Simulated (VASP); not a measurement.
## H2: relaxation of the atoms with r2SCAN

The system is H2, in a box.

```
H
1.0
    12.00000    0.00000    0.00000
     0.00000   12.30000    0.00000
     0.00000    0.00000   12.60000
H
2
Direct
  0.50000 0.50000 0.47024
  0.50000 0.50000 0.52976
```

```yaml
Program: VASP 6.6.1
Task: relaxation of the atoms
Functional: r2SCAN
Potentials_or_basis: VASP PAW PBE potentials, release 64 (H)
Cutoff: 520 eV
k_mesh: 1 × 1 × 1
Occupations: fermi-dirac, width 0.01 eV
Spin: no spin polarisation
Dipole_correction: no
Further_INCAR_settings: ALGO = Normal; EDIFF = 1e-07; IBRION = 2; EDIFFG = -0.01; NSW = 80
```

```
Energy gained by relaxing       : 0.7 meV/atom
Ionic steps                     : 3
Gap between the frontier levels : 10.92 eV
```

The path:
| step | energy change (eV) | largest force (eV/Å) | pressure (GPa) |
| --- | --- | --- | --- |
| 1 | 0.0000 | 0.3041 | -0.01 |
| 2 | 0.0069 | 0.8102 | 0.01 |
| 3 | -0.0013 | 0.0010 | 0.00 |

Final structure:
```yaml
crystal:
  lattice:
    - [12.00000, 0.00000, 0.00000]
    - [0.00000, 12.30000, 0.00000]
    - [0.00000, 0.00000, 12.60000]
  atoms:
    - { symbol: H, position: [0.50000, 0.50000, 0.47058] }
    - { symbol: H, position: [0.50000, 0.50000, 0.52942] }
```

Levels at points of the mesh, in eV from the valence-band top:
```tsv
k point	band 1	band 2	band 3	band 4	band 5
(0.00, 0.00, 0.00)	0.00	10.92	11.81	11.81	11.87
```

It took 16 min on 1 thread of Intel(R) Xeon(R) Platinum 8375C CPU @ 2.90GHz (Ice Lake), with other jobs on the host, peak memory 1.8 GiB.

Caveat: the PAW data sets were made with another functional, which shifts forces and pressure a little.
